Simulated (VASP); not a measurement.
Runs of VASP 6.6.1 on B. The structure is that of space group Fd-3m (No. 227), or close to it. The cells are those of the table. 

```csv
task,cell,k mesh,cutoff (eV),gap on the mesh (eV),pressure (GPa),relaxed volume (Å³/atom),largest force (eV/Å)
relaxation of cell and atoms,"relaxed from a = 6.063 Å, angles 60.0°, 8 atoms",8 × 8 × 8,600,none,0.0,(a),0.01
single point,"a = 6.062 Å, angles 60.0°, 8 atoms",8 × 8 × 8,520,none,0.0,-,0.02
single point,"a = 6.063 Å, angles 60.0°, 8 atoms",4 × 4 × 4,520,none,-0.1,-,0.02
relaxation of cell and atoms,"relaxed from a = 6.275 Å, angles 60.0°, 8 atoms",4 × 4 × 4,600,none,-0.1,19.70,-
```

Alike in all rows: level PBE; potentials or basis VASP PAW PBE potentials, release 64 (B); no spin polarisation; smearing gaussian 0.1 eV.

Estimate the missing entries.

(a) 19.65.

A gap of «none» marks levels without a gap at the run's occupations.
